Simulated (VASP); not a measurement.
A run of VASP 6.6.1 is set up as follows.

Contents of INCAR:

```
SYSTEM = AlN
PREC = Accurate
ENCUT = 520
EDIFF = 1E-6
ISMEAR = 0
SIGMA = 0.05
LREAL = .FALSE.
LASPH = .TRUE.
NELM = 60
ALGO = Normal
ISIF = 2
LWAVE = .FALSE.
LCHARG = .FALSE.
NBANDS = 16
```

KPOINTS

```
Automatic mesh
0
G
  9 9 6
  0 0 0
```

POSCAR

```
AlN
1.0
    3.1142507998      0.0000000000      0.0000000000
   -1.5571253999      2.6970203064      0.0000000000
    0.0000000000      0.0000000000      4.9846160402
Al N
2 2
Direct
    0.3147813304      0.6666666667      0.0015210182
    0.6852186696      0.3333333333      0.5015210182
    0.3498904753      0.6666666667      0.3834789818
    0.6501095247      0.3333333333      0.8834789818
```

Potentials or basis: VASP PAW LDA potentials, release 64 (Al, N).

Launch:

```console
$ cat potpaw_LDA.64/Al/POTCAR potpaw_LDA.64/N/POTCAR > POTCAR
$ mpirun -np 1 vasp_std > vasp.out
```

Q: Estimate the band gap on the k mesh.

A: 4.16 eV, direct.

Q: What does it give for the largest force?

A: 0.326 eV/Å.

Q: What does it give for the pressure?

A: -4.5 GPa.

Forces on the atoms (eV/Å):
```
Al   0.324  0.015  0.031
Al  -0.324 -0.015  0.031
N   -0.159  0.006 -0.031
N    0.159 -0.006 -0.031
```

A k mesh can miss the band edges. Expect the measured gap to be larger: semilocal functionals such as LDA lack the derivative discontinuity.
